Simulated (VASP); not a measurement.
# Si16C15N (a cell with a defect) in VASP: single point with LDA

Aim: the single point of Si16C15N (a cell with a defect) with LDA.

All numbers are computed with VASP 6.6.1; they aren't measurements. Logs are shortened: lines on timing, memory, paths and dates and some standing lists are left out, and cuts for length are marked.

## 1. The cell of the first run

The cell holds a defect, 32 atoms: a = 7.498 Å, b = 7.498 Å, c = 7.498 Å, α = 109.47°, β = 109.47°, γ = 109.47°.

## 2. Single point, LDA

INCAR reads:

```
  ALGO = Normal
  EDIFF = 1E-6
  ENCUT = 520
  ISIF = 2
  ISMEAR = 0
  LASPH = True
  LCHARG = False
  LREAL = Auto
  LWAVE = False
  NBANDS = 86
  NELECT = 128.0
  NELM = 100
  PREC = Accurate
  SIGMA = 0.01
```

KPOINTS reads:

```
Automatic mesh
0
Gamma
  2 2 2
  0.5 0.5 0.5
```

POSCAR reads:

```
Si16C15N
1.0
    4.3291140402      4.3291140402     -4.3291140402
   -4.3291140402     -4.3291140402     -4.3291140402
   -4.3291140402      4.3291140402      4.3291140402
Si N C
16 1 15
Direct
    0.2510537609      0.0001068209      0.0033406617
    0.5011380714      0.7498889129      0.0007784104
    0.7513556995      0.5004136572      0.0009109218
    0.7507462826      0.0001078183      0.5006066169
    0.0009654903      0.0001072648      0.2503876871
    0.2510473849      0.7500210662      0.2503763951
    0.5012648531      0.5004067870      0.2509923032
    0.7513566630      0.2503284013      0.2510009033
    0.0008317441      0.2501985356      0.0007794123
    0.5037232589      0.0001079910      0.7506933703
    0.7507360526      0.7500181922      0.7506888201
   -0.0016134514      0.7474431188      0.4980282467
    0.2510518880      0.4998024264      0.5006073248
    0.5011346215      0.2501938033      0.5004647454
    0.0009644742      0.4998044388      0.7506919908
    0.2510509075      0.2527710344      0.7506919818
    0.2510573806      0.0001097349      0.7507080829
    0.4992966000      0.7508745194      0.7506949555
    0.7510510459      0.5001083210      0.7506937398
    0.7510512670      0.0001097529      0.2506928536
    0.0018352537      1.0001088972     -0.0010688815
    0.2510574162      0.7508830169     -0.0010665657
    0.5002758706      0.4975687189     -0.0000831971
    0.7485211838      0.2493299731     -0.0000796294
    0.0018244555      0.2483491081      0.7506907723
    0.4992882017      0.0001039782      0.5014693463
    0.7535822634      0.7518659836      0.5024482191
    0.0028092173      0.7518657620      0.2532236885
    0.2510504548      0.5001082362      0.2506916660
    0.5002841205      0.2493351342      0.2481646003
    0.0028154711      0.5026435149      0.5024535662
    0.2510487836      0.2483427240      0.5014652857
```

Potentials or basis: VASP PAW LDA potentials, release 64 (Si, N, C).

On the command line:

```
cat potpaw_LDA.64/Si/POTCAR potpaw_LDA.64/N/POTCAR potpaw_LDA.64/C/POTCAR > POTCAR
mpirun -np 1 vasp_std > vasp.out
```

OUTCAR:

```text
EDIFF = 1E-6
   ENCUT = 520
   ISIF = 2
   ISMEAR = 0
   LASPH = True
   LREAL = Auto
   NELECT = 128.0
   NELM = 100
   PREC = Accurate

 ion  position               nearest neighbor table
   1  0.251  0.000  0.003-  21 1.86  22 1.86  30 1.86  17 1.89   6 3.04  14 3.04   5 3.04   7 3.06
                             2 3.06  15 3.06   8 3.06   9 3.06  11 3.06  12 3.09  16 3.09  10 3.09
   2  0.501  0.750  0.001-  22 1.87  18 1.87  20 1.87  23 1.89  16 3.04  11 3.06   6 3.06   3 3.06
                             7 3.06   5 3.06   4 3.06  13 3.06  15 3.06   1 3.06  10 3.06   8 3.06
   3  0.751  0.500  0.001-  23 1.87  24 1.87  19 1.87  28 1.89  12 3.04   9 3.06   6 3.06   2 3.06
                             5 3.06  11 3.06  15 3.06   7 3.06   8 3.06  16 3.06  10 3.06  14 3.06
   4  0.751  0.000  0.501-  27 1.87  25 1.87  20 1.87  26 1.89  10 3.04  15 3.06  14 3.06   6 3.06
                             7 3.06   8 3.06   2 3.06  11 3.06   9 3.06  16 3.06  12 3.06   5 3.06
   5  0.001  0.000  0.250-  32 1.87  28 1.87  20 1.87  21 1.89   1 3.04   3 3.06  13 3.06  11 3.06
                             9 3.06   2 3.06   8 3.06   6 3.06  14 3.06  16 3.06  12 3.06   4 3.06
   6  0.251  0.750  0.250-  28 1.87  26 1.87  29 1.87  22 1.89   1 3.04  15 3.06   2 3.06   3 3.06
                             4 3.06   9 3.06   7 3.06   5 3.06  14 3.06  12 3.06  10 3.06  13 3.06
   7  0.501  0.500  0.251-  23 1.87  30 1.87  29 1.87  27 1.89  12 3.04  14 3.06   2 3.06  11 3.06
                             4 3.06  13 3.06   6 3.06   8 3.06   3 3.06   1 3.06  16 3.06   9 3.06
   8  0.751  0.250  0.251-  30 1.87  24 1.87  20 1.87  31 1.89  12 3.04  14 3.06  15 3.06  13 3.06
                             9 3.06   4 3.06   5 3.06   7 3.06   3 3.06   1 3.06  10 3.06   2 3.06
   9  0.001  0.250  0.001-  25 1.87  21 1.87  29 1.87  24 1.89  10 3.04   3 3.06  15 3.06   8 3.06
[... 17 lines left out ...]
  19  0.751  0.500  0.751-   3 1.87  15 1.87  11 1.87  14 1.87
  20  0.751  0.000  0.251-   8 1.87   4 1.87   2 1.87   5 1.87
  21  0.002  0.000  0.999-   1 1.86   9 1.87  11 1.87   5 1.89
  22  0.251  0.751  0.999-   1 1.86   2 1.87  15 1.87   6 1.89
[... 8 lines left out ...]
  31  0.003  0.503  0.502-  12 1.86  13 1.87  15 1.87   8 1.89
  32  0.251  0.248  0.501-  16 1.86   5 1.87  14 1.87  13 1.89

  LATTYP: Found a body centered cubic cell.
 ALAT       =     8.6582280804

  Lattice vectors:

 A1 = (   4.3291140402,   4.3291140402,  -4.3291140402)
 A2 = (  -4.3291140402,  -4.3291140402,  -4.3291140402)
 A3 = (  -4.3291140402,   4.3291140402,   4.3291140402)

Analysis of symmetry for initial positions (statically):
=====================================================================
 Subroutine PRICEL returns:
 Original cell was already a primitive cell.

 Routine SETGRP: Setting up the symmetry group for a
 body centered cubic supercell.

 Subroutine GETGRP returns: Found  1 space group operations
 (whereof  1 operations were pure point group operations)
 out of a pool of 48 trial point group operations.

The static configuration has the point symmetry C_1 .

Analysis of symmetry for dynamics (positions and initial velocities):
=====================================================================
 Subroutine PRICEL returns:
 Original cell was already a primitive cell.

 Routine SETGRP: Setting up the symmetry group for a
 body centered cubic supercell.

 Subroutine GETGRP returns: Found  1 space group operations
 (whereof  1 operations were pure point group operations)
 out of a pool of 48 trial point group operations.

The dynamic configuration has the point symmetry C_1 .

 Subroutine INISYM returns: Found  1 space group operations
 (whereof  1 operations are pure point group operations),
 and found     1 'primitive' translations

----------------------------------------------------------------------------------------

                                     Primitive cell

  volume of cell :     324.5317

  direct lattice vectors                    reciprocal lattice vectors
     4.329114040  4.329114040 -4.329114040     0.000000000  0.115497073 -0.115497073
    -4.329114040 -4.329114040 -4.329114040    -0.115497073  0.000000000 -0.115497073
    -4.329114040  4.329114040  4.329114040    -0.115497073  0.115497073  0.000000000

  length of vectors
     7.498245469  7.498245469  7.498245469     0.163337527  0.163337527  0.163337527

  position of ions in fractional coordinates (direct lattice)
     0.251053761  0.000106821  0.003340662
     0.501138071  0.749888913  0.000778410
     0.751355700  0.500413657  0.000910922
     0.750746283  0.000107818  0.500606617
     0.000965490  0.000107265  0.250387687
     0.251047385  0.750021066  0.250376395
[... 24 lines left out ...]
     0.002815471  0.502643515  0.502453566
     0.251048784  0.248342724  0.501465286

  ion indices of the primitive-cell ions
   primitive index   ion index
                 1           1
                 2           2
                 3           3
                 4           4
                 5           5
                 6           6
[... 24 lines left out ...]
                31          31
                32          32

----------------------------------------------------------------------------------------

 KPOINTS: Automatic mesh

Automatic generation of k-mesh.
 Grid dimensions read from file:
 generate k-points for:    2    2    2

 Generating k-lattice:

  Cartesian coordinates                     Fractional coordinates (reciprocal lattice)
     0.000000000  0.057748536 -0.057748536     0.500000000  0.000000000  0.000000000
    -0.057748536  0.000000000 -0.057748536     0.000000000  0.500000000  0.000000000
    -0.057748536  0.057748536  0.000000000     0.000000000  0.000000000  0.500000000

  Length of vectors
     0.081668763  0.081668763  0.081668763

  Shift w.r.t. Gamma in fractional coordinates (k-lattice)
     0.500000000  0.500000000  0.500000000

 Subroutine IBZKPT returns following result:
 ===========================================

 Found      4 irreducible k-points:

 Following reciprocal coordinates:
            Coordinates               Weight
  0.250000  0.250000  0.250000      2.000000
 -0.250000  0.250000  0.250000      2.000000
  0.250000 -0.250000  0.250000      2.000000
  0.250000  0.250000 -0.250000      2.000000
   k-points           NKPTS =      4   k-points in BZ     NKDIM =      4   number of bands    NBANDS=     86
   number of dos      NEDOS =    301   number of ions     NIONS =     32
   total plane-waves  NPLWV = 175616
   dimension x,y,z NGX =    56 NGY =   56 NGZ =   56
   dimension x,y,z NGXF=   112 NGYF=  112 NGZF=  112
   ions per type =              16   1  15
   NGX,Y,Z   is equivalent  to a cutoff of  12.42, 12.42, 12.42 a.u.
   NGXF,Y,Z  is equivalent  to a cutoff of  24.83, 24.83, 24.83 a.u.
 SYSTEM =  unknown system
   PREC   = accura    normal or accurate (medium, high low for compatibility)
   ISTART =      0    job   : 0-new  1-cont  2-samecut
   ICHARG =      2    charge: 1-file 2-atom 10-const
   ISPIN  =      1    spin polarized calculation?
   LNONCOLLINEAR =      F non collinear calculations
   LSORBIT =      F    spin-orbit coupling
   LASPH  =      T    aspherical Exc in radial PAW
   ENCUT  =  520.0 eV  38.22 Ry    6.18 a.u.  13.94 13.94 13.94*2*pi/ulx,y,z
   NELM   =    100;   NELMIN=  2; NELMDL= -5     # of ELM steps
   EDIFF  = 0.1E-05   stopping-criterion for ELM
   LREAL  =      T    real-space projection
   EDIFFG = 0.1E-04   stopping-criterion for IOM
   NSW    =      0    number of steps for IOM
   IBRION =     -1    ionic relax: 0-MD 1-quasi-New 2-CG
   NFREE  =      0    steps in history (QN), initial steepest desc. (CG)
   ISIF   =      2    stress and relaxation
   ISYM   =      2    0-nonsym 1-usesym 2-fastsym
   POTIM  = 0.5000    time-step for ionic-motion
   TEBEG  =    0.0;   TEEND  =   0.0 temperature during run
   PSTRESS=    0.0 pullay stress
   NELECT =     128.0000    total number of electrons
   NUPDOWN=      -1.0000    fix difference up-down
   EMIN   =  10.00;   EMAX   =-10.00  energy-range for DOS
   EFERMI =   0.00;   METHOD = LEGACY
   ISMEAR =     0;   SIGMA  =   0.01  broadening in eV -4-tet -1-fermi 0-gaus
   EFERMI_NEDOS =   21; number of points for ismear=-14 and -15
   IALGO  =     38    algorithm
   IMIX   =      4    mixing-type and parameters
     AMIX     =   0.40;   BMIX     =  1.00
     AMIX_MAG =   1.60;   BMIX_MAG =  1.00
  volume/ion in A,a.u.               =      10.14        68.44
  Fermi-wavevector in a.u.,A,eV,Ry     =   1.200584  2.268774 19.611456  1.441401
  Thomas-Fermi vector in A             =   2.336416
   LORBIT       =      0    0 simple, 1 ext, 2 COOP (PROOUT), +10 PAW based schemes
   GGA     = CA    functional components
   LHFCALC =     F    Hartree Fock is set to
   AEXX    =    0.0000 exact exchange contribution
   IVDW    =     0    specifies the selected vdW correction
   LEPSILON=     F    determine dielectric tensor
   LRPA    =     F    only Hartree local field effects (RPA)
 non-spin polarized calculation
 Gauss-broadening in eV      SIGMA  =   0.01
  energy-cutoff  :      520.00
  volume of cell :      324.53
 maximum number of plane-waves:      8796
   NGX = 27   NGY = 27   NGZ = 27

 number of electron     127.9999982 magnetization

 Free energy of the ion-electron system (eV)
  ---------------------------------------------------
  ext. energy  EPLUGINS =         0.00000000
  ---------------------------------------------------
  free energy    TOTEN  =      -276.27923784 eV

  energy without entropy =     -276.27923784  energy(sigma->0) =     -276.27923784

 E-fermi :   7.8305     XC(G=0): -11.6133

 val. band max:        7.7302140020   @ k =   0.2500   0.2500   0.2500
 cond. band min:      10.2739193282   @ k =   0.2500   0.2500  -0.2500
 fundamental gap:      2.5437053262
 Fermi energy:         7.8305321624

 k-point     1 :       0.2500    0.2500    0.2500
  band No.  band energies     occupation
      1      -8.1383      2.00000
      2      -5.8995      2.00000
      3      -5.8995      2.00000
      4      -5.8994      2.00000
      5      -4.9470      2.00000
      6      -3.1870      2.00000
[... 68 lines left out ...]
     75      12.0378      0.00000
     76      12.0378      0.00000

 k-point     2 :      -0.2500    0.2500    0.2500
  band No.  band energies     occupation
      1      -8.1653      2.00000
      2      -6.3707      2.00000
      3      -5.1549      2.00000
      4      -5.1548      2.00000
      5      -5.0614      2.00000
      6      -4.5247      2.00000
[... 68 lines left out ...]
     75      13.6330      0.00000
     76      13.6809      0.00000

 k-point     3 :       0.2500   -0.2500    0.2500
  band No.  band energies     occupation
      1      -8.1653      2.00000
      2      -6.3707      2.00000
      3      -5.1549      2.00000
      4      -5.1547      2.00000
      5      -5.0614      2.00000
      6      -4.5248      2.00000
[... 68 lines left out ...]
     75      13.6330      0.00000
     76      13.6809      0.00000

 k-point     4 :       0.2500    0.2500   -0.2500
  band No.  band energies     occupation
      1      -8.1653      2.00000
      2      -6.3707      2.00000
      3      -5.1549      2.00000
      4      -5.1548      2.00000
      5      -5.0613      2.00000
      6      -4.5246      2.00000
[... 68 lines left out ...]
     75      13.6330      0.00000
     76      13.6810      0.00000
 [bands above 76 left out]

------------------------ aborting loop because EDIFF is reached ----------------------------------------

  FORCE on cell =-STRESS in cart. coord.  units (eV):
  Direction    XX          YY          ZZ          XY          YZ          ZX
  --------------------------------------------------------------------------------------
  -------------------------------------------------------------------------------------
  Total      -14.3902091    -14.3836233    -14.3879668      0.0011916     -0.0039522     -0.0109946
  in kB      -71.0428893    -71.0103759    -71.0318195      0.0058828     -0.0195114     -0.0542792
  external PRESSURE =     -71.0283616 kB  Pullay stress =       0.0000000 kB

 VOLUME and BASIS-vectors are now :
 -----------------------------------------------------------------------------
  energy-cutoff  :      520.00
  volume of cell :      324.53
      direct lattice vectors                 reciprocal lattice vectors
     4.329114040  4.329114040 -4.329114040     0.000000000  0.115497073 -0.115497073
    -4.329114040 -4.329114040 -4.329114040    -0.115497073  0.000000000 -0.115497073
    -4.329114040  4.329114040  4.329114040    -0.115497073  0.115497073  0.000000000

 POSITION                                       TOTAL-FORCE (eV/Angst)
 -----------------------------------------------------------------------------------
      1.07192      1.10084     -1.07284         0.000222      0.005753     -0.001001
     -1.08024     -1.07350     -5.41247         0.000726      0.000924      0.000553
      1.08241      1.09030     -5.41511        -0.000704      0.001618      0.000646
      1.08242      5.41678     -1.08335        -0.000918     -0.001013      0.001150
     -1.08024      1.08767      1.07931         0.000473     -0.001181     -0.000337
     -3.24402     -1.07621     -3.24983        -0.001993      0.000115      0.000141
[... 24 lines left out ...]
     -4.33899      0.01137     -0.01301         0.005439      0.000109      0.006735
     -2.15919      2.18262      0.00898         0.000606     -0.004793     -0.006325
 -----------------------------------------------------------------------------------
    total drift:                               -0.014042     -0.134929      0.039004

  FREE ENERGIE OF THE ION-ELECTRON SYSTEM (eV)
  ---------------------------------------------------
  free  energy   TOTEN  =      -276.2792378433 eV

  energy  without entropy=     -276.2792378433  energy(sigma->0) =     -276.27923784
```

Run time: 4.5 min. Hardware: 1 thread of Intel Xeon 8259CL, shared host; peak memory 0.36 GiB.

Results:

```
Free energy   : -276.2792 eV
Largest force : 0.023 eV/Å
```

Forces on the atoms (eV/Å):
```
Si   0.000  0.006 -0.001
Si   0.001  0.001  0.001
Si  -0.001  0.002  0.001
Si  -0.001 -0.001  0.001
Si   0.000 -0.001  0.000
Si  -0.002  0.000  0.000
Si   0.000  0.001 -0.001
Si   0.000  0.000 -0.002
Si   0.002 -0.001  0.001
Si   0.000  0.004  0.000
Si   0.000 -0.001 -0.002
Si  -0.001  0.005 -0.001
Si   0.000  0.001  0.001
Si   0.000  0.000  0.002
Si   0.001  0.001 -0.001
Si   0.001  0.005  0.000
N    0.002  0.003 -0.002
C    0.018  0.011 -0.004
C   -0.004 -0.016  0.006
C   -0.004 -0.015  0.007
C   -0.008 -0.002  0.009
C    0.000  0.010  0.014
C   -0.009 -0.001 -0.006
C    0.003  0.011 -0.020
C   -0.003 -0.003  0.000
C    0.012 -0.005 -0.013
C    0.000 -0.002  0.003
C    0.005 -0.003 -0.001
C   -0.005 -0.015  0.007
C   -0.013  0.009  0.003
C    0.005  0.000  0.007
C    0.001 -0.005 -0.006
```

Caveat: the cell carries a net charge on a neutralising background, which shifts energy and pressure; the cell is charged against a uniform background, so pressure and absolute levels hang on convention.
